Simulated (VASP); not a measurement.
Here is a VASP 6.6.1 calculation.

File INCAR:

```
SYSTEM = Sr
PREC = Accurate
ENCUT = 520
EDIFF = 1E-8
ISMEAR = -1
SIGMA = 0.08
LREAL = .False.
LASPH = .True.
NELM = 60
ALGO = Normal
ISIF = 2
LWAVE = .False.
LCHARG = .False.
GGA = PE
LEFG = .True.
NBANDS = 17
```

Contents of KPOINTS:

```
Automatic mesh
0
Gamma
  11 11 6
  0 0 0
```

The input POSCAR:

```
Sr
1.0
    4.0988367504      0.0000000000      0.0000000000
   -2.0494183752      3.5496967518      0.0000000000
    0.0000000000      0.0000000000      6.9986823019
Sr
2
Direct
    0.3333333333      0.6666666667      0.2500000000
    0.6666666667      0.3333333333      0.7500000000
```

Potentials or basis: VASP PAW PBE potentials, release 64 (Sr_sv).

Command:

```bash
$ cat potpaw_PBE.64/Sr_sv/POTCAR > POTCAR
$ mpirun -np 1 vasp_std > vasp.out
```

Task: What does it give for the pressure?

Result: 1.1 GPa.

Task: What does it give for the band gap on the k mesh?

Result: Zero (band 10 reaches 2.02 eV, above the bottom of band 11 at 1.78 eV).

Stress tensor (GPa, compression positive):
```
1.47 0.00 0.00
0.00 1.47 0.00
0.00 0.00 0.37
```

Caveat: the cell differs from its parent crystal (x and y stretched by -4 %, z held); without QUAD_EFG the Cq values of the log hold for a quadrupole moment of 1 mb, not for the nuclei.
